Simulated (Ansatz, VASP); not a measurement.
**One calculation of RbCl, two programs**

Contents of INCAR:

```
PREC     = Accurate       # precision mode
ENCUT    = 500            # plane-wave cutoff, eV
EDIFF    = 1E-6           # SCF threshold, eV
ISMEAR   = -1             # smearing method
SIGMA    = 0.1            # smearing width, eV
LREAL    = False          # projectors in reciprocal space
LASPH    = True           # aspherical terms in the spheres
NELM     = 120            # most SCF steps
ALGO     = Normal         # electronic algorithm
ISIF     = 2              # what is computed and relaxed
LWAVE    = False          # write WAVECAR
LCHARG   = False          # write CHGCAR
GGA      = PE             # functional
NBANDS   = 15             # bands
GGA_COMPAT= False
```

File KPOINTS:

```
regular mesh
0
Gamma
  13 13 13
```

File POSCAR:

```
RbCl
1.0
    0.0000000000      2.8246249715      2.8246249715
    2.8246249715      0.0000000000      2.8246249715
    2.8246249715      2.8246249715      0.0000000000
Rb Cl
1 1
Direct
    0.0000000000      0.0000000000      0.0000000000
    0.5000000000      0.5000000000      0.5000000000
```

Input for Ansatz:

```yaml
crystal:
  lattice:
    - [0.0, 2.8246249715, 2.8246249715]
    - [2.8246249715, 0.0, 2.8246249715]
    - [2.8246249715, 2.8246249715, 0.0]
  atoms:
    - { symbol: Rb, position: [0.0, 0.0, 0.0] }
    - { symbol: Cl, position: [0.5, 0.5, 0.5] }
kpoints:
  mp_grid: { grid: [13, 13, 13] }
scf:
  occupations: { method: fermi_dirac, width: 0.1 }
hamiltonian:
  xc: pbe
  pseudopotentials: { kind: all_electron, lapw: { basis_error: 0.001 } }
output:
  forces: true
  stress: true
  eigenvalues: true
  populations: true
```

Change from the starting cell: volume scaled by 0.6, LAPW.

Alike in both runs: task single point; functional PBE; k mesh 13 × 13 × 13; occupations fermi-dirac, width 0.1 eV; no spin polarisation.

|  | VASP | Ansatz |
| --- | --- | --- |
| version | VASP 6.6.1 | Ansatz 0.2.0 |
| potentials or method | VASP PAW PBE potentials, release 64 (Rb_sv, Cl), cutoff 500 eV | all-electron LAPW, scalar-relativistic |

VASP gave:

```
gap on the k mesh at the Fermi level (eV) : 5.11
pressure (GPa)                            : 26.2
```

**Question.** What did Ansatz give for the same quantities?

**Answer.** gap on the k mesh at the Fermi level (eV): 5.10; pressure (GPa): 26.0.

Ansatz ran all-electron here, and VASP with PAW potentials.
